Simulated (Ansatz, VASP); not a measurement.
## Two plane-wave programs on In2C

```xyz
6
Lattice="3.4400 0.0000 0.0000 0.0000 3.4400 0.0000 0.0000 0.0000 11.2260" Properties=species:S:1:pos:R:3 pbc="T T T"
In    0.0000    1.7200    9.8401
In    0.0000    1.7200    4.2271
In    1.7200    0.0000    6.9989
In    1.7200    0.0000    1.3859
C     0.0000    0.0000    5.6130
C     1.7200    1.7200    0.0000
```

Change from the starting cell: species swapped into the GeS2 type (P4_2/nmc, No. 137).

Alike in both runs: task single point; functional PBE; k mesh 6 × 6 × 2; occupations gaussian, width 0.1 eV; no spin polarisation.

|  | VASP | Ansatz |
| --- | --- | --- |
| version | VASP 6.6.1 | Ansatz 0.2.0 |
| potentials or method | VASP PAW PBE potentials, release 64 (In_d, C), cutoff 520 eV | scalar-relativistic, plane waves, PAW |
| valence electrons in the cell | 60 | 60 |

Ansatz gave:

```
gap on the k mesh at the Fermi level (eV)                     : none
pressure (GPa)                                                : 0.1
traceless stress, the component that is largest in VASP (GPa) : -4.87
rms of the force components (eV/Å)                            : 0.172
```

Question: Estimate VASP's values.

Answer: gap on the k mesh at the Fermi level (eV): none; pressure (GPa): 0.1; traceless stress, the component that is largest in VASP (GPa): -4.88; rms of the force components (eV/Å): 0.176.

Atom by atom the forces differ by 0.004 eV/Å (rms over components). A gap of «none» marks a metal or a gap that the smearing closes. The functional is the same, so the differences come from potentials, cutoffs and numerics.
